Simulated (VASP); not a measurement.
# AlAs (F-43m) in VASP: further runs

Runs on AlAs. Level: PBE. Tasks: single point.

All numbers are computed with VASP 6.6.1; they aren't measurements. Logs are shortened: lines on timing, memory, paths and dates and some standing lists are left out, and cuts for length are marked.

### 1 The cell of the first run

It takes space group F-43m (No. 216, cubic). The conventional cell has a = 5.661 Å, b = 5.661 Å, c = 5.661 Å, α = 90.00°, β = 90.00°, γ = 90.00°. Al (site symmetry -43m) has 4 As at 2.45 Å within 3.2 Å. Within 3.2 Å of As (site symmetry -43m) lie 4 Al at 2.45 Å.

### 2 Single point, PBE

Contents of INCAR:

```
  PREC = Accurate
  ENCUT = 500
  EDIFF = 1E-6
  ISMEAR = 0
  SIGMA = 0.01
  LREAL = False
  LASPH = True
  NELM = 120
  ALGO = Normal
  ISIF = 2
  LWAVE = False
  LCHARG = False
  GGA = PE
  NBANDS = 11
  GGA_COMPAT = False
```

Contents of KPOINTS:

```
Automatic mesh
0
Gamma
  2 2 2
```

Contents of POSCAR:

```
AlAs
1.0
    0.0000000000      2.8304000000      2.8304000000
    2.8304000000      0.0000000000      2.8304000000
    2.8304000000      2.8304000000      0.0000000000
Al As
1 1
Direct
    0.0000000000      0.0000000000      0.0000000000
    0.2500000000      0.2500000000      0.2500000000
```

Potentials or basis: VASP PAW PBE potentials, release 64 (Al, As).

Command:

```bash
$ cat potpaw_PBE.64/Al/POTCAR potpaw_PBE.64/As/POTCAR > POTCAR
$ mpirun -np 1 vasp_std > vasp.out
```

OUTCAR:

```text
PREC = Accurate
   ENCUT = 500
   EDIFF = 1E-6
   ISMEAR = 0
   LREAL = False
   LASPH = True
   NELM = 120
   ISIF = 2
   GGA = PE

 ion  position               nearest neighbor table
   1  0.000  0.000  0.000-   2 2.45   2 2.45   2 2.45   2 2.45
   2  0.250  0.250  0.250-   1 2.45   1 2.45   1 2.45   1 2.45

  LATTYP: Found a face centered cubic cell.
 ALAT       =     5.6608000000

  Lattice vectors:

 A1 = (   0.0000000000,   2.8304000000,   2.8304000000)
 A2 = (   2.8304000000,   0.0000000000,   2.8304000000)
 A3 = (   2.8304000000,   2.8304000000,   0.0000000000)

Analysis of symmetry for initial positions (statically):
=====================================================================
 Subroutine PRICEL returns:
 Original cell was already a primitive cell.

 Routine SETGRP: Setting up the symmetry group for a
 face centered cubic supercell.

 Subroutine GETGRP returns: Found 24 space group operations
 (whereof 24 operations were pure point group operations)
 out of a pool of 48 trial point group operations.

The static configuration has the point symmetry T_d .

Analysis of symmetry for dynamics (positions and initial velocities):
=====================================================================
 Subroutine PRICEL returns:
 Original cell was already a primitive cell.

 Routine SETGRP: Setting up the symmetry group for a
 face centered cubic supercell.

 Subroutine GETGRP returns: Found 24 space group operations
 (whereof 24 operations were pure point group operations)
 out of a pool of 48 trial point group operations.

The dynamic configuration has the point symmetry T_d .

 Subroutine INISYM returns: Found 24 space group operations
 (whereof 24 operations are pure point group operations),
 and found     1 'primitive' translations

----------------------------------------------------------------------------------------

                                     Primitive cell

  volume of cell :      45.3496

  direct lattice vectors                    reciprocal lattice vectors
     0.000000000  2.830400000  2.830400000    -0.176653477  0.176653477  0.176653477
     2.830400000  0.000000000  2.830400000     0.176653477 -0.176653477  0.176653477
     2.830400000  2.830400000  0.000000000     0.176653477  0.176653477 -0.176653477

  length of vectors
     4.002790067  4.002790067  4.002790067     0.305972797  0.305972797  0.305972797

  position of ions in fractional coordinates (direct lattice)
     0.000000000  0.000000000  0.000000000
     0.250000000  0.250000000  0.250000000

[... 63 lines left out ...]
   TEBEG  =    0.0;   TEEND  =   0.0 temperature during run
   PSTRESS=    0.0 pullay stress
   NELECT =       8.0000    total number of electrons
   NUPDOWN=      -1.0000    fix difference up-down
   EMIN   =  10.00;   EMAX   =-10.00  energy-range for DOS
   EFERMI =   0.00;   METHOD = LEGACY
   ISMEAR =     0;   SIGMA  =   0.01  broadening in eV -4-tet -1-fermi 0-gaus
   EFERMI_NEDOS =   21; number of points for ismear=-14 and -15
   IALGO  =     38    algorithm
   IMIX   =      4    mixing-type and parameters
     AMIX     =   0.40;   BMIX     =  1.00
     AMIX_MAG =   1.60;   BMIX_MAG =  1.00
  volume/ion in A,a.u.               =      22.67       153.02
  Fermi-wavevector in a.u.,A,eV,Ry     =   0.918150  1.735052 11.469706  0.843000
  Thomas-Fermi vector in A             =   2.043199
   LORBIT       =      0    0 simple, 1 ext, 2 COOP (PROOUT), +10 PAW based schemes
   GGA     = PE    functional components
   LHFCALC =     F    Hartree Fock is set to
   AEXX    =    0.0000 exact exchange contribution
   IVDW    =     0    specifies the selected vdW correction
   LEPSILON=     F    determine dielectric tensor
   LRPA    =     F    only Hartree local field effects (RPA)
 non-spin polarized calculation
 Gauss-broadening in eV      SIGMA  =   0.01
  energy-cutoff  :      500.00
  volume of cell :       45.35
 maximum number of plane-waves:      1162
 NGX is ok and might be reduce to    30
   NGX = 15   NGY = 15   NGZ = 15

 number of electron       8.0000000 magnetization

 Free energy of the ion-electron system (eV)
  ---------------------------------------------------
  ext. energy  EPLUGINS =         0.00000000
  ---------------------------------------------------
  free energy    TOTEN  =        -7.38843460 eV

  energy without entropy =       -7.38843460  energy(sigma->0) =       -7.38843460

 E-fermi :   4.3454     XC(G=0):  -8.8482

 val. band max:        4.2265738968   @ k =   0.0000   0.0000   0.0000
 cond. band min:       5.4880402383   @ k =   0.5000   0.5000   0.0000
 fundamental gap:      1.2614663415
 Fermi energy:         4.3453603187

 k-point     1 :       0.0000    0.0000    0.0000
  band No.  band energies     occupation
      1      -7.6385      2.00000
      2       4.2266      2.00000
      3       4.2266      2.00000
      4       4.2266      2.00000
      5       6.2553      0.00000
      6       8.2903      0.00000
      7       8.2903      0.00000
      8       8.2903      0.00000
      9      12.9974      0.00000
     10      13.0302      0.00000
     11      13.0302      0.00000
[... 15 lines left out ...]
 k-point     3 :       0.5000    0.5000    0.0000
  band No.  band energies     occupation
      1      -5.5726      2.00000
      2      -1.3559      2.00000
      3       1.9724      2.00000
      4       1.9724      2.00000
      5       5.4880      0.00000
      6       6.3623      0.00000
      7      14.4365      0.00000
      8      14.4365      0.00000
      9      16.0793      0.00000
     10      16.6634      0.00000
     11      16.6634      0.00000

------------------------ aborting loop because EDIFF is reached ----------------------------------------

  FORCE on cell =-STRESS in cart. coord.  units (eV):
  Direction    XX          YY          ZZ          XY          YZ          ZX
  --------------------------------------------------------------------------------------
  -------------------------------------------------------------------------------------
  Total        2.2596523      2.2596523      2.2596523      0.0000000     -0.0000000     -0.0000000
  in kB       79.8323216     79.8323216     79.8323216      0.0000000     -0.0000000     -0.0000000
  external PRESSURE =      79.8323216 kB  Pullay stress =       0.0000000 kB

 VOLUME and BASIS-vectors are now :
 -----------------------------------------------------------------------------
  energy-cutoff  :      500.00
  volume of cell :       45.35
      direct lattice vectors                 reciprocal lattice vectors
     0.000000000  2.830400000  2.830400000    -0.176653477  0.176653477  0.176653477
     2.830400000  0.000000000  2.830400000     0.176653477 -0.176653477  0.176653477
     2.830400000  2.830400000  0.000000000     0.176653477  0.176653477 -0.176653477

 POSITION                                       TOTAL-FORCE (eV/Angst)
 -----------------------------------------------------------------------------------
      0.00000      0.00000      0.00000        -0.000000     -0.000000     -0.000000
      1.41520      1.41520      1.41520         0.000000      0.000000      0.000000
 -----------------------------------------------------------------------------------
    total drift:                               -0.000000     -0.000000     -0.000000

  FREE ENERGIE OF THE ION-ELECTRON SYSTEM (eV)
  ---------------------------------------------------
  free  energy   TOTEN  =        -7.3884345989 eV

  energy  without entropy=       -7.3884345989  energy(sigma->0) =       -7.38843460
```

stdout:

```text
POSCAR found type information on POSCAR AlAs
 POSCAR found :  2 types and       2 ions
 scaLAPACK will be used
 LDA part: xc-table for (Slater+PW92), standard interpolation
 POSCAR, INCAR and KPOINTS ok, starting setup
 FFT: planning ... GRIDC
 FFT: planning ... GRID_SOFT
 FFT: planning ... GRID
 WAVECAR not read
 entering main loop
```

Wall time 7.3 s (1 thread of Intel Xeon 8259CL, shared host); peak memory 0.16 GiB.

What came out:

```
Free energy            : -7.3884 eV
Pressure               : 8.0 GPa
Band gap on the k mesh : 1.26 eV, indirect (least direct gap 2.03 eV)
```

Levels at points of the mesh, in eV from the valence-band top:
```tsv
k point	band 2	band 3	band 4	band 5	band 6	band 7
(0.00, 0.00, 0.00)	0.00	0.00	0.00	2.03	4.06	4.06
(0.50, 0.00, 0.00)	-5.71	-0.86	-0.86	2.01	4.47	4.47
(0.50, 0.50, 0.00)	-5.58	-2.25	-2.25	1.26	2.14	10.21
```

Caveat: the k points lie up to 0.96 Å⁻¹ apart.

### 3 Single point, PBE

Contents of INCAR:

```
PREC = Accurate
ENCUT = 500
EDIFF = 1E-6
ISMEAR = 0
SIGMA = 0.01
LREAL = F
LASPH = T
NELM = 120
ALGO = Normal
ISIF = 2
LWAVE = F
LCHARG = F
GGA = PE
NBANDS = 11
GGA_COMPAT = F
```

Contents of KPOINTS:

```
Automatic mesh
0
Gamma
  8 8 8
```

POSCAR is that of step 2.

Potentials or basis: VASP PAW PBE potentials, release 64 (Al, As).

Command:

```bash
$ cat potpaw_PBE.64/Al/POTCAR potpaw_PBE.64/As/POTCAR > POTCAR
$ mpirun -np 1 vasp_std > vasp.out
```

Run time: 24 s. Hardware: 1 thread of Intel Xeon 8259CL, shared host; peak memory 0.17 GiB.

The run converged. Its results:

```yaml
Free_energy: -9.3734 eV
Pressure: 2.8 GPa
Band_gap_on_the_k_mesh: 1.43 eV, indirect (least direct gap 2.06 eV)
```

Levels at points of the mesh, in eV from the valence-band top:
| k point | band 2 | band 3 | band 4 | band 5 | band 6 | band 7 |
| --- | --- | --- | --- | --- | --- | --- |
| (0.00, 0.00, 0.00) | 0.00 | 0.00 | 0.00 | 2.06 | 4.29 | 4.29 |
| (0.50, 0.00, 0.00) | -5.57 | -0.83 | -0.83 | 2.14 | 4.68 | 4.68 |
| (0.50, 0.50, 0.00) | -5.43 | -2.17 | -2.17 | 1.43 | 2.29 | 10.34 |

A k mesh can miss the band edges. As with any semilocal functional, this PBE gap is likely too small.

### 4 Single point, PBE

Contents of INCAR:

```
SYSTEM = AlAs
PREC = Accurate
ENCUT = 500
EDIFF = 1E-6
ISMEAR = 0
SIGMA = 0.01
LREAL = .False.
LASPH = .True.
NELM = 120
ALGO = Normal
ISIF = 2
LWAVE = .False.
LCHARG = .False.
GGA = PE
NBANDS = 11
GGA_COMPAT = .False.
```

Contents of KPOINTS:

```
Automatic mesh
0
Gamma
  10 10 10
  0 0 0
```

POSCAR is that of step 3.

Command:

```bash
$ cat potpaw_PBE.64/Al/POTCAR potpaw_PBE.64/As/POTCAR > POTCAR
$ mpirun -np 1 vasp_std > vasp.out
```

Run time: 38 s. Hardware: 1 thread of Intel Xeon 8259CL, shared host; peak memory 0.18 GiB.

The run converged. Its results:

| Item | Value |
| --- | --- |
| Free energy | -9.3748 eV |
| Pressure | 2.8 GPa |
| Band gap on the k mesh | 1.44 eV, indirect (least direct gap 2.06 eV) |

Levels at points of the mesh, in eV from the valence-band top:
```csv
k point,band 1,band 2,band 3,band 4,band 5,band 6,band 7,band 8
"(0.00, 0.00, 0.00)",-11.86,0.00,0.00,0.00,2.06,4.29,4.29,4.29
"(0.50, 0.00, 0.00)",-10.44,-5.57,-0.83,-0.83,2.14,4.68,4.68,7.75
"(0.50, 0.50, 0.00)",-9.89,-5.43,-2.17,-2.17,1.44,2.29,10.34,10.34
```

A k mesh can miss the band edges. Expect the measured gap to be larger: semilocal functionals such as PBE lack the derivative discontinuity.

### 5 Overview

```csv
k mesh,gap on the mesh (eV),pressure (GPa)
2 × 2 × 2,1.26,8.0
8 × 8 × 8,1.43,2.8
10 × 10 × 10,1.44,2.8
```

Alike in all rows: task single point; level PBE; potentials or basis VASP PAW PBE potentials, release 64 (Al, As); no spin polarisation; cell as given; cutoff (eV) 500; smearing gaussian 0.01 eV.

Caveats: some runs use coarse meshes.

Absolute energies hang on the potentials; compare differences alone.
